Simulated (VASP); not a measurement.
# GaAs (F-43m) in VASP: a series of runs

GaAs is run at these levels: PBEsol; tasks: vibrations by perturbation theory.

All numbers are computed with VASP 6.6.1; they aren't measurements. Logs are shortened: lines on timing, memory, paths and dates and some standing lists are left out, and cuts for length are marked.

## 1. The cell of the first run

Symmetry: F-43m, No. 216, cubic system. The conventional cell has a = 5.687 Å, b = 5.687 Å, c = 5.687 Å, α = 90.00°, β = 90.00°, γ = 90.00°. Within 3.3 Å of Ga (site symmetry -43m) lie 4 As at 2.46 Å. As (site symmetry -43m) has 4 Ga at 2.46 Å within 3.3 Å.

## 2. Vibrations by perturbation theory, PBEsol

Contents of INCAR:

```
PREC     = Accurate       # precision mode
ENCUT    = 520            # plane-wave cutoff, eV
EDIFF    = 1E-8           # SCF threshold, eV
ISMEAR   = 0              # smearing method
SIGMA    = 0.01           # smearing width, eV
LREAL    = False          # projectors in reciprocal space
LASPH    = True           # aspherical terms in the spheres
NELM     = 80             # most SCF steps
ALGO     = Normal         # electronic algorithm
ISIF     = 2              # what is computed and relaxed
LWAVE    = False          # write WAVECAR
LCHARG   = False          # write CHGCAR
GGA      = PS             # functional
IBRION   = 8              # ionic algorithm
NSW      = 1              # ionic steps
LEPSILON = True           # dielectric tensor by DFPT
```

Contents of KPOINTS:

```
Automatic mesh
0
Gamma
  12 12 12
```

Contents of POSCAR:

```
GaAs
1.0
    0.0000000000      2.8436945554      2.8436945554
    2.8436945554      0.0000000000      2.8436945554
    2.8436945554      2.8436945554      0.0000000000
Ga As
1 1
Direct
    0.0000000000      0.0000000000      0.0000000000
    0.7500000000      0.7500000000      0.7500000000
```

Potentials or basis: VASP PAW PBE potentials, release 64 (Ga_d, As).

The run is started by

```sh
> cat potpaw_PBE.64/Ga_d/POTCAR potpaw_PBE.64/As/POTCAR > POTCAR
> mpirun -np 1 vasp_std > vasp.out
```

OUTCAR:

```text
PREC = Accurate
   ENCUT = 520
   EDIFF = 1E-8
   ISMEAR = 0
   LREAL = False
   LASPH = True
   NELM = 80
   ISIF = 2
   GGA = PS
   IBRION = 8
   NSW = 1
   LEPSILON = True

 ion  position               nearest neighbor table
   1  0.000  0.000  0.000-   2 2.46   2 2.46   2 2.46   2 2.46
   2  0.750  0.750  0.750-   1 2.46   1 2.46   1 2.46   1 2.46

  LATTYP: Found a face centered cubic cell.
 ALAT       =     5.6873891108

  Lattice vectors:

 A1 = (   0.0000000000,   2.8436945554,   2.8436945554)
 A2 = (   2.8436945554,   0.0000000000,   2.8436945554)
 A3 = (   2.8436945554,   2.8436945554,   0.0000000000)

Analysis of symmetry for initial positions (statically):
=====================================================================
 Subroutine PRICEL returns:
 Original cell was already a primitive cell.

 Routine SETGRP: Setting up the symmetry group for a
 face centered cubic supercell.

 Subroutine GETGRP returns: Found 24 space group operations
 (whereof 24 operations were pure point group operations)
 out of a pool of 48 trial point group operations.

The static configuration has the point symmetry T_d .

Analysis of symmetry for dynamics (positions and initial velocities):
=====================================================================
 Subroutine PRICEL returns:
 Original cell was already a primitive cell.

 Routine SETGRP: Setting up the symmetry group for a
 face centered cubic supercell.

 Subroutine GETGRP returns: Found 24 space group operations
 (whereof 24 operations were pure point group operations)
 out of a pool of 48 trial point group operations.

The dynamic configuration has the point symmetry T_d .

 Subroutine INISYM returns: Found 24 space group operations
 (whereof 24 operations are pure point group operations),
 and found     1 'primitive' translations

----------------------------------------------------------------------------------------

                                     Primitive cell

[... 616 lines left out ...]
 ------------------------------------------------------
          31.247637     0.000000     0.000000
           0.000000    31.247637     0.000000
           0.000000    -0.000000    31.247637
 ------------------------------------------------------

 PIEZOELECTRIC TENSOR (including local field effects)  for field in x, y, z        (e  Angst)
          XX          YY          ZZ          XY          YZ          ZX
  --------------------------------------------------------------------------------
  x     0.00000     0.00000     0.00000    -0.00000     2.70476    -0.00000
  y     0.00000    -0.00000    -0.00000     0.00000    -0.00000     2.70476
  z    -0.00000     0.00000     0.00000     2.70476     0.00000    -0.00000

 PIEZOELECTRIC TENSOR (including local field effects)  for field in x, y, z        (C/m^2)
          XX          YY          ZZ          XY          YZ          ZX
  --------------------------------------------------------------------------------
  x     0.00000     0.00000     0.00000    -0.00000     0.94224    -0.00000
  y     0.00000    -0.00000    -0.00000     0.00000    -0.00000     0.94224
  z    -0.00000     0.00000     0.00000     0.94224     0.00000    -0.00000

 BORN EFFECTIVE CHARGES (including local field effects) (in |e|, cummulative output)
 ---------------------------------------------------------------------------------
 ion    1
    1     2.20250     0.00000     0.00000
    2     0.00000     2.20250     0.00000
    3     0.00000     0.00000     2.20250
 ion    2
    1    -2.20250    -0.00000     0.00000
    2    -0.00000    -2.20250    -0.00000
    3    -0.00000    -0.00000    -2.20250

 INTERNAL STRAIN TENSOR FOR ION    2 for displacements in x,y,z  (eV/Angst):
          X           Y           Z          XY          YZ          ZX
  --------------------------------------------------------------------------------
  x     0.00000     0.00000     0.00000     0.00000     6.44250     0.00000
  y     0.00000     0.00000     0.00000     0.00000     0.00000     6.44250
  z     0.00000     0.00000     0.00000     6.44250     0.00000     0.00000

 SECOND DERIVATIVES (NOT SYMMETRIZED)
 ------------------------------------
               1X          1Y          1Z          2X          2Y          2Z
  1X    -8.823092    0.000000    0.000000    8.823092    0.000000    0.000000
  1Y     0.000000   -8.823092    0.000000    0.000000    8.823092    0.000000
  1Z     0.000000    0.000000   -8.823092    0.000000    0.000000    8.823092
  2X     8.874667    0.000000    0.000000   -8.874667    0.000000    0.000000
  2Y     0.000000    8.874667    0.000000    0.000000   -8.874667    0.000000
  2Z     0.000000    0.000000    8.874667    0.000000    0.000000   -8.874667

 Eigenvectors and eigenvalues of the dynamical matrix
 ----------------------------------------------------

   1 f  =    7.738051 THz    48.619607 2PiTHz  258.113593 cm-1    32.001992 meV
             X         Y         Z           dx          dy          dz
      0.000000  0.000000  0.000000     0.000000    0.718691    0.000000
      4.265542  4.265542  4.265542     0.000000   -0.695330    0.000000
[... 21 lines left out ...]
   6 f/i=    0.011269 THz     0.070805 2PiTHz    0.375894 cm-1     0.046605 meV
             X         Y         Z           dx          dy          dz
      0.000000  0.000000  0.000000     0.000000    0.000000   -0.695330
      4.265542  4.265542  4.265542     0.000000    0.000000   -0.718691

--------------------------------------------------------------------------------------------------------

 MACROSCOPIC STATIC DIELECTRIC TENSOR IONIC CONTRIBUTION
 ------------------------------------------------------
           2.156898     0.000000    -0.000000
           0.000000     2.156898     0.000000
           0.000000    -0.000000     2.156898
 ------------------------------------------------------

 ELASTIC MODULI CONTR FROM IONIC RELAXATION (kBar)
 Direction    XX          YY          ZZ          XY          YZ          ZX
 --------------------------------------------------------------------------------
 XX          -0.0000     -0.0000     -0.0000     -0.0000     -0.0000     -0.0000
 YY          -0.0000     -0.0000     -0.0000     -0.0000     -0.0000     -0.0000
 ZZ          -0.0000     -0.0000     -0.0000     -0.0000     -0.0000     -0.0000
 XY          -0.0000     -0.0000     -0.0000   -161.7136      0.0000     -0.0000
 YZ          -0.0000     -0.0000     -0.0000     -0.0000   -161.7136     -0.0000
 ZX          -0.0000     -0.0000     -0.0000      0.0000     -0.0000   -161.7136
 --------------------------------------------------------------------------------

 PIEZOELECTRIC TENSOR IONIC CONTR  for field in x, y, z        (C/m^2)
          XX          YY          ZZ          XY          YZ          ZX
  --------------------------------------------------------------------------------
  x    -0.00000    -0.00000    -0.00000    -0.00000    -0.55573    -0.00000
  y    -0.00000    -0.00000    -0.00000     0.00000    -0.00000    -0.55573
  z    -0.00000    -0.00000    -0.00000    -0.55573     0.00000    -0.00000
```

OSZICAR:

```text
N       E                     dE             d eps       ncg     rms          rms(c)
DAV:   1     0.797059577805E+02    0.79706E+02   -0.92527E+03  1920   0.191E+03
DAV:   2    -0.305112643506E+01   -0.82757E+02   -0.79909E+02  2032   0.325E+02
DAV:   3    -0.918228035570E+01   -0.61312E+01   -0.60866E+01  2347   0.745E+01
DAV:   4    -0.928302218666E+01   -0.10074E+00   -0.10070E+00  2137   0.107E+01
[... 191 lines left out ...]
RMM:   7    -0.436566163638E-01   -0.14773E-06   -0.22840E-08 14364   0.231E-03    0.300E-04
RMM:   8    -0.436556285196E-01    0.98784E-06    0.15716E-08 13680   0.944E-04    0.418E-05
RMM:   9    -0.436554314851E-01    0.19703E-06   -0.35750E-09 14547   0.308E-04    0.152E-05
RMM:  10    -0.436553569712E-01    0.74514E-07   -0.45657E-09 14233   0.111E-04    0.453E-06
RMM:  11    -0.436553580388E-01   -0.10677E-08    0.96233E-10 14449   0.416E-05    0.216E-06
 Linear response finished
```

stdout:

```text
POSCAR found type information on POSCAR GaAs
 POSCAR found :  2 types and       2 ions
 scaLAPACK will be used
 -----------------------------------------------------------------------------
|                                                                             |
|                                                                             |
|     You enforced a specific xc type in the INCAR file but a different       |
[... 39 lines left out ...]
 force on displaced ion       1 direction 1 :  -8.823  -0.000  -0.000
 Born effective charge ion    1 direction 1 :   2.150   0.000   0.000
 Linear response progress:
 first order change of Fermi-energy  -0.26129E-03
 force on displaced ion       2 direction 1 :  -8.875   0.000   0.000
 Born effective charge ion    2 direction 1 :  -2.244   0.000   0.000
 Born effective charges drift removed
 Linear response finished
```

Wall time 18 min (1 thread of Intel Xeon Platinum 8488C (Sapphire Rapids), shared host); peak memory 0.52 GiB.

Results:

| Quantity | Value |
| --- | --- |
| Electronic dielectric tensor (diagonal) | 31.25 |
| Born charges (mean of the diagonal) | Ga +2.20; As -2.20 e |
| Highest phonon frequency at Γ, LO-TO splitting left out | 258 cm⁻¹ |

Phonon frequencies in cm⁻¹ (negative: imaginary):
| q point | frequencies |
| --- | --- |
| (0.000, 0.000, 0.000) | 0 0 0 258 258 258 |

Electronic dielectric tensor:
```
31.25  0.00  0.00
 0.00 31.25  0.00
 0.00  0.00 31.25
```

Born effective charge tensors (e):
atom 1, Ga
```
2.20 0.00 0.00
0.00 2.20 0.00
0.00 0.00 2.20
```
atom 2, As
```
-2.20  0.00  0.00
 0.00 -2.20  0.00
 0.00  0.00 -2.20
```

[end of part 1 of 2]
